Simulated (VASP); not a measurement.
Set up this calculation in VASP 6.6.1, as the native input.

| Item | Value |
| --- | --- |
| Task | single point |
| Functional | PBE |
| Potentials or basis | VASP PAW PBE potentials, release 64 (Ca_sv) |
| Cutoff | 520 eV |
| k mesh | 12 × 12 × 11 |
| Occupations | fermi-dirac, width 0.08 eV |
| Spin | no spin polarisation |
| Dipole correction | no |
| Further INCAR settings | ALGO = Normal; EDIFF = 1e-06; NBANDS = 11 |

The structure of Ca lies in POSCAR:

```
Ca
1.0
    3.2061829656      0.0000000000      0.0000000000
   -1.6030914828      2.7766358974      0.0000000000
    0.0000000000      0.0000000000      2.8968264772
Ca
1
Direct
    0.0000000000      0.0000000000      0.0000000000
```

This isn't the form of Ca at room conditions, which is fcc.

One way to write it, as run:

INCAR

```
PREC     = Accurate       # precision mode
ENCUT    = 520            # plane-wave cutoff, eV
EDIFF    = 1E-6           # SCF threshold, eV
ISMEAR   = -1             # smearing method
SIGMA    = 0.08           # smearing width, eV
LREAL    = False          # projectors in reciprocal space
LASPH    = True           # aspherical terms in the spheres
NELM     = 80             # most SCF steps
ALGO     = Normal         # electronic algorithm
ISIF     = 2              # what is computed and relaxed
LWAVE    = False          # write WAVECAR
LCHARG   = True           # write CHGCAR
GGA      = PE             # functional
LELF     = True           # ELF
LVHAR    = True         
NBANDS   = 11             # bands
```

KPOINTS

```
regular mesh
0
Gamma
  12 12 11
```

Potentials or basis: VASP PAW PBE potentials, release 64 (Ca_sv).

Command:

```sh
$ cat potpaw_PBE.64/Ca_sv/POTCAR > POTCAR
$ mpirun -np 1 vasp_std > vasp.out
```

It gave:

The pressure is 15.1 GPa. The band gap on the k mesh is zero (bands 5 and 6 overlap by 0.39 eV).

Caveat: the cell stands under pressure.

It took 22 s on 1 thread of Intel Xeon 8259CL, on a shared host, peak memory 0.16 GiB.
